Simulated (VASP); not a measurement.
BaTiO3:

```xyz
5
Lattice="4.0060 0.0000 0.0000 0.0000 4.0060 0.0000 0.0000 0.0000 4.0060" Properties=species:S:1:pos:R:3 pbc="T T T"
Ba    2.0030    2.0030    2.0030
Ti    0.0000    0.0000    0.0000
O     2.0030    0.0000    0.0000
O     0.0000    2.0030    0.0000
O     0.0000    0.0000    2.0030
```

Base run:

| Item | Value |
| --- | --- |
| Program | VASP 6.6.1 |
| Functional | PBEsol |
| Potentials or basis | VASP PAW PBE potentials, release 64 (Ba_sv, Ti_sv, O) |
| Cutoff | 520 eV |
| k mesh | 4 × 4 × 4, shifted |
| Occupations | gaussian, width 0.01 eV |
| Spin | no spin polarisation |

Its results: band gap on the k mesh 2.40 eV, indirect (least direct gap 2.70 eV); pressure -2.8 GPa.

Problem. The run is repeated on the same cell with these changes: functional from PBEsol to PBE. What comes out?

Solution. Band gap on the k mesh 2.43 eV, indirect (least direct gap 2.73 eV); pressure 3.4 GPa.

PBE binds less tightly than PBEsol, so the same cell stands under more pressure.

Caveats: spin-orbit coupling is left out, which moves the levels of the heavy elements; the PAW data sets were made with another functional, which shifts forces and pressure a little (some runs).

A k mesh can miss the band edges.
